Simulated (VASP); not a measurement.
Input of a VASP 6.6.1 run:

Contents of INCAR:

```
SYSTEM = SiO2
PREC     = Accurate       ! precision mode
ENCUT    = 520            ! plane-wave cutoff, eV
EDIFF    = 1E-7           ! SCF threshold, eV
ISMEAR   = 0              ! smearing method
SIGMA    = 0.02           ! smearing width, eV
LREAL    = Auto         
LASPH    = .True.         ! aspherical terms in the spheres
NELM     = 80             ! most SCF steps
ALGO     = Normal         ! electronic algorithm
ISIF     = 2              ! what is computed and relaxed
LWAVE    = .False.        ! write WAVECAR
LCHARG   = .True.         ! write CHGCAR
GGA      = CA             ! functional
LELF     = .True.         ! ELF
LVHAR    = .True.       
NBANDS   = 82             ! bands
```

The input KPOINTS:

```
Automatic mesh
0
Gamma
  6 6 6
  0 0 0
```

Contents of POSCAR:

```
SiO2
1.0
   -6.4970212392      6.4970212392      2.6164819458
    6.4970212392     -6.4970212392      2.6164819458
    6.4970212392      6.4970212392     -2.6164819458
Si O
8 16
Direct
    0.2101596134      0.3812648828      0.5914244962
    0.3812648828      0.7898403866      0.1711052694
    0.6187351172      0.2101596134      0.8288947306
    0.7898403866      0.3812648828      0.1711052694
    0.2101596134      0.6187351172      0.8288947306
    0.7898403866      0.6187351172      0.4085755038
    0.3812648828      0.2101596134      0.5914244962
    0.6187351172      0.7898403866      0.4085755038
    0.8927359016      0.1072640984      0.5000000000
    0.1072640984      0.6072640984      0.2145281968
    0.3927359016      0.8927359016      0.7854718032
    0.6072640984      0.3927359016      0.5000000000
    0.1072640984      0.8927359016      0.5000000000
    0.8927359016      0.3927359016      0.7854718032
    0.6072640984      0.1072640984      0.2145281968
    0.3927359016      0.6072640984      0.5000000000
    0.2430949025      0.5000000000      0.7430949025
    0.5000000000      0.7569050975      0.2569050975
    0.5000000000      0.2430949025      0.7430949025
    0.7569050975      0.5000000000      0.2569050975
    0.3132954447      0.3132954447      0.6265908894
    0.3132954447      0.6867045553      0.0000000000
    0.6867045553      0.3132954447      0.0000000000
    0.6867045553      0.6867045553      0.3734091106
```

Potentials or basis: VASP PAW LDA potentials, release 64 (Si, O).

Run with:

```console
$ cat potpaw_LDA.64/Si/POTCAR potpaw_LDA.64/O/POTCAR > POTCAR
$ mpirun -np 1 vasp_std > vasp.out
```

Q: Estimate the largest force.

A: 0.034 eV/Å.

Q: Estimate the band gap on the k mesh.

A: 5.50 eV.

Forces on the atoms (eV/Å):
```
Si   0.034  0.003  0.000
Si  -0.003  0.034  0.000
Si   0.003 -0.034  0.000
Si   0.034 -0.003  0.000
Si  -0.034  0.003  0.000
Si  -0.034 -0.003  0.000
Si   0.003  0.034  0.000
Si  -0.003 -0.034  0.000
O    0.012 -0.012  0.000
O    0.012  0.012  0.000
O   -0.012 -0.012  0.000
O   -0.012  0.012  0.000
O   -0.012  0.012  0.000
O   -0.012 -0.012  0.000
O    0.012  0.012  0.000
O    0.012 -0.012  0.000
O    0.000  0.020  0.000
O   -0.020  0.000  0.000
O    0.020  0.000  0.000
O    0.000 -0.020  0.000
O    0.001  0.001  0.000
O   -0.001  0.001  0.000
O    0.001 -0.001  0.000
O   -0.001 -0.001  0.000
```

A k mesh can miss the band edges.
